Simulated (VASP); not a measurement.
Input of a VASP 6.6.1 run:

The input INCAR:

```
  ALGO = Normal
  EDIFF = 1E-6
  EDIFFG = -0.008
  ENCUT = 600
  GGA = PS
  IBRION = 2
  ISIF = 3
  ISMEAR = 0
  LASPH = T
  LCHARG = F
  LREAL = F
  LWAVE = F
  NELM = 100
  NSW = 70
  PREC = Accurate
  PSTRESS = 400.0
  SIGMA = 0.02
```

File KPOINTS:

```
k-points
0
Gamma
  10 10 4
```

POSCAR

```
Cl
1.0
    2.5275081555     -1.6407146501      0.0000000000
    2.5275081555      1.6407146501      0.0000000000
    0.0000000000      0.0000000000      7.1610686642
Cl
4
Direct
    0.1599331694      0.8400668306      0.1176129516
    0.6599331694      0.3400668306      0.3823870484
    0.8400668306      0.1599331694      0.8823870484
    0.3400668306      0.6599331694      0.6176129516
```

Potentials or basis: VASP PAW PBE potentials, release 64 (Cl).

Run with:

```bash
$ cat potpaw_PBE.64/Cl/POTCAR > POTCAR
$ mpirun -np 1 vasp_std > vasp.out
```

Question: Predict the space group after relaxing (to 0.1 Å).

Answer: Cmce (No. 64).

Question: Predict the relaxed cell.

Answer: a = 2.917 Å, b = 2.917 Å, c = 7.141 Å, α = 90.00°, β = 90.00°, γ = 66.63°.

The path:
| step | energy change (eV) | largest force (eV/Å) | pressure (GPa) | volume (Å³) |
| --- | --- | --- | --- | --- |
| 1 | 0.0000 | 0.4096 | 31.99 | 59.39 |
| 2 | 1.4851 | 0.3329 | 50.60 | 53.22 |
| 3 | 0.7887 | 0.3637 | 41.90 | 55.73 |
| 4 | 0.7315 | 0.3374 | 37.97 | 55.98 |
| 5 | 0.7435 | 0.1338 | 39.96 | 55.85 |
| 6 | 0.7439 | 0.0617 | 39.93 | 55.84 |
| 7 | 0.7454 | 0.0630 | 39.92 | 55.83 |
| 8 | 0.7584 | 0.0226 | 40.09 | 55.77 |
| 9 | 0.7614 | 0.0145 | 40.13 | 55.76 |
| 10 | 0.7409 | 0.0224 | 39.73 | 55.84 |
| 11 | 0.7536 | 0.0035 | 39.96 | 55.79 |

Caveat: the cell is relaxed towards a set pressure, so the run minimises the enthalpy, not the energy; the PAW data sets were made with another functional, which shifts forces and pressure a little.
